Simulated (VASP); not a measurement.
# TiAl16N16 (a cell with a defect) in VASP: notebook, part 3 of 3

VASP 6.6.1.

**5. Single point, PBE**

INCAR

```
  PREC = Accurate
  ENCUT = 520
  EDIFF = 1E-6
  ISMEAR = -1
  SIGMA = 0.01
  LREAL = Auto
  LASPH = T
  NELM = 120
  ALGO = Normal
  ISIF = 2
  LWAVE = F
  LCHARG = F
  GGA = PE
  NBANDS = 92
  GGA_COMPAT = F
```

KPOINTS

```
Automatic mesh
0
Gamma
  1 1 1
```

POSCAR

```
TiAl16N16
1.0
    6.2595139100      0.0000000600      0.0000000000
   -3.1297570100      5.4208980300      0.0000000000
    0.0000000000      0.0000000000     10.0348065900
Al N Ti
16 16 1
Direct
    0.3571716480      0.1788301446      0.2636588933
    0.1646703198      0.3271823193      0.4981458243
    0.3303952045      0.1648534939      0.7519059717
    0.2010998623      0.3796132996      0.9920043711
    0.3373995937      0.6686229772      0.2364865709
    0.1644359444      0.8369995091      0.4977629569
    0.3256070831      0.6628434921      0.7147227937
    0.1997127725      0.8211014049      0.9926369692
    0.8317847264      0.1655563239      0.2615029972
    0.6712895002      0.3351116272      0.5107448713
    0.8334733523      0.1615770939      0.7566501588
    0.6634516135      0.3317003844      1.0111352829
    0.8305223510      0.6639921892      0.2616954275
    0.6691593875      0.8341959090      0.5007762686
    0.8334363862      0.6710596528      0.7564555362
    0.5989707629      0.7985462815      0.9949199230
    0.3438469172      0.1718416348      0.4492237055
    0.1690683326      0.3253219264      0.1959265465
    0.3278636273      0.1641143175      0.9549757550
    0.1592409501      0.3193832426      0.6868657545
    0.3314322784      0.6655369572      0.4485405832
    0.1676772065      0.8435906679      0.1967596468
    0.3091419276      0.6556915407      0.8928763021
    0.1588326591      0.8395588637      0.6863471596
    0.8312455782      0.1665369732      0.4488990355
    0.6832843176      0.3404077975      0.2025650402
    0.8301386800      0.1535533311      0.9574519363
    0.6692832776      0.3341243369      0.7066190999
    0.8307155939      0.6634236487      0.4488983380
    0.6681175731      0.8332401633      0.1935102568
    0.8295772513      0.6757094360      0.9575510912
    0.6690689703      0.8341435192      0.6904922320
   -0.0009159711     -0.0002969988      0.0968158172
```

Potentials or basis: VASP PAW PBE potentials, release 64 (Al, N, Ti_sv).

The run is started by

```bash
$ cat potpaw_PBE.64/Al/POTCAR potpaw_PBE.64/N/POTCAR potpaw_PBE.64/Ti_sv/POTCAR > POTCAR
$ mpirun -np 1 vasp_gam > vasp.out
```

OUTCAR:

```text
PREC = Accurate
   ENCUT = 520
   EDIFF = 1E-6
   ISMEAR = -1
   LREAL = Auto
   LASPH = T
   NELM = 120
   ISIF = 2
   GGA = PE

 ion  position               nearest neighbor table
   1  0.357  0.179  0.264-  17 1.86  26 1.87  18 1.94  22 1.94  33 2.56   2 2.99   6 3.00  13 3.00
                            10 3.01   9 3.01  12 3.03   5 3.14   5 3.15   9 3.25  13 3.26   8 3.34
   2  0.165  0.327  0.498-  25 1.87  17 1.88  20 1.89  21 1.90   7 2.83   9 2.98   1 2.99   6 3.07
                            14 3.09   3 3.11  10 3.12  10 3.15  11 3.15  14 3.17   6 3.19   5 3.21
   3  0.330  0.165  0.752-  24 1.88  20 1.88  28 1.89  19 2.04  10 3.04   4 3.06   8 3.06  11 3.10
                            15 3.10   2 3.11   6 3.11   7 3.15   7 3.15  15 3.16  11 3.16  12 3.17
[... 369 lines left out ...]

 VOLUME and BASIS-vectors are now :
 -----------------------------------------------------------------------------
  energy-cutoff  :      520.00
  volume of cell :      340.50
      direct lattice vectors                 reciprocal lattice vectors
     6.259513910  0.000000060  0.000000000     0.159756813  0.092235641  0.000000000
    -3.129757010  5.420898030  0.000000000    -0.000000002  0.184471279  0.000000000
     0.000000000  0.000000000 10.034806590     0.000000000  0.000000000  0.099653141

 POSITION                                       TOTAL-FORCE (eV/Angst)
 -----------------------------------------------------------------------------------
      1.67603      0.96942      2.64577        -0.000616     -0.001802     -0.004151
      0.00675      1.77362      4.99880        -0.001492     -0.000671     -0.004585
      1.55216      0.89365      7.54523        -0.007223     -0.002182     -0.002375
      0.07069      2.05785      9.95457        -0.008637     -0.015497      0.015553
      0.01933      3.62454      2.37310         0.001799     -0.004072     -0.012424
     -1.59032      4.53729      4.99496        -0.003973     -0.001892     -0.004579
[... 25 lines left out ...]
      1.57738      4.52181      6.92896        -0.003464     -0.000079      0.008507
      3.12495      5.41929      0.97153         0.020015      0.001379     -0.011422
 -----------------------------------------------------------------------------------
    total drift:                                0.009470      0.008710     -0.007070

  FREE ENERGIE OF THE ION-ELECTRON SYSTEM (eV)
  ---------------------------------------------------
  free  energy   TOTEN  =      -229.0328531858 eV

  energy  without entropy=     -229.0327298374  energy(sigma->0) =     -229.03279151
```

OSZICAR:

```text
N       E                     dE             d eps       ncg     rms          rms(c)
DAV:   1     0.123931069315E+04    0.12393E+04   -0.75421E+04   184   0.152E+03
DAV:   2    -0.113223348254E+03   -0.13525E+04   -0.12801E+04   236   0.363E+02
DAV:   3    -0.264772680451E+03   -0.15155E+03   -0.14938E+03   240   0.125E+02
DAV:   4    -0.271022616643E+03   -0.62499E+01   -0.62215E+01   256   0.266E+01
DAV:   5    -0.271174807258E+03   -0.15219E+00   -0.15200E+00   232   0.374E+00    0.392E+01
DAV:   6    -0.230736033937E+03    0.40439E+02   -0.18852E+02   224   0.434E+01    0.161E+01
DAV:   7    -0.231602259503E+03   -0.86623E+00   -0.51796E+01   252   0.304E+01    0.147E+01
DAV:   8    -0.229174514263E+03    0.24277E+01   -0.30958E+00   260   0.115E+01    0.851E+00
DAV:   9    -0.229150698142E+03    0.23816E-01   -0.16588E+00   272   0.596E+00    0.331E+00
DAV:  10    -0.229027840229E+03    0.12286E+00   -0.72039E-01   240   0.380E+00    0.818E-01
DAV:  11    -0.229031408190E+03   -0.35680E-02   -0.45301E-02   216   0.762E-01    0.504E-01
DAV:  12    -0.229032268854E+03   -0.86066E-03   -0.11806E-02   240   0.404E-01    0.291E-01
DAV:  13    -0.229032784666E+03   -0.51581E-03   -0.36943E-03   232   0.178E-01    0.148E-01
DAV:  14    -0.229032827290E+03   -0.42623E-04   -0.10134E-03   264   0.131E-01    0.495E-02
DAV:  15    -0.229032849917E+03   -0.22627E-04   -0.24493E-04   216   0.531E-02    0.288E-02
DAV:  16    -0.229032852145E+03   -0.22283E-05   -0.40908E-05   248   0.293E-02    0.103E-02
DAV:  17    -0.229032853267E+03   -0.11220E-05   -0.92072E-06   216   0.109E-02    0.601E-03
DAV:  18    -0.229032853186E+03    0.81525E-07   -0.16731E-06   144   0.613E-03
   1 F= -.22903285E+03 E0= -.22903279E+03  d E =-.123348E-03
```

Wall time 87 s (1 thread of Intel Xeon Platinum 8259CL at 2.50GHz (Skylake/Cascade Lake), shared host); peak memory 0.41 GiB.

What came out:

| Item | Value |
| --- | --- |
| Free energy | -229.0329 eV |
| Pressure | 8.9 GPa |
| Largest force | 0.031 eV/Å |

Forces in eV/Å, atoms in the order of the input:
```
Al  -0.001 -0.002 -0.004
Al  -0.001 -0.001 -0.005
Al  -0.007 -0.002 -0.002
Al  -0.009 -0.015  0.016
Al   0.002 -0.004 -0.012
Al  -0.004 -0.002 -0.005
Al  -0.007  0.002 -0.002
Al  -0.005  0.007  0.004
Al   0.000 -0.003 -0.003
Al   0.002  0.003 -0.003
Al   0.009 -0.005  0.003
Al   0.013  0.003  0.004
Al  -0.003  0.004 -0.001
Al   0.000 -0.001 -0.006
Al  -0.002  0.011  0.004
Al   0.002  0.016 -0.001
N   -0.003 -0.005 -0.004
N    0.004  0.015  0.022
N    0.009  0.002 -0.013
N    0.000  0.003  0.004
N    0.001  0.002  0.013
N    0.018 -0.003  0.013
N    0.006 -0.009 -0.014
N    0.008 -0.003  0.009
N    0.002 -0.002 -0.003
N   -0.006  0.003  0.000
N   -0.010 -0.004 -0.014
N   -0.005 -0.002  0.002
N    0.001  0.006 -0.004
N   -0.023 -0.010  0.017
N   -0.008 -0.004 -0.011
N   -0.003  0.000  0.009
Ti   0.020  0.001 -0.011
```

Levels at points of the mesh, in eV from the Fermi level:
| k point | band 66 | band 67 | band 68 | band 69 | band 70 | band 71 | band 72 | band 73 | band 74 | band 75 |
| --- | --- | --- | --- | --- | --- | --- | --- | --- | --- | --- |
| (0.00, 0.00, 0.00) | -3.16 | -3.15 | -2.90 | -0.61 | -0.08 | 0.08 | 0.78 | 1.56 | 1.72 | 1.99 |

Caveat: the k points lie up to 1.16 Å⁻¹ apart, too coarse for converged energies, forces and pressures.
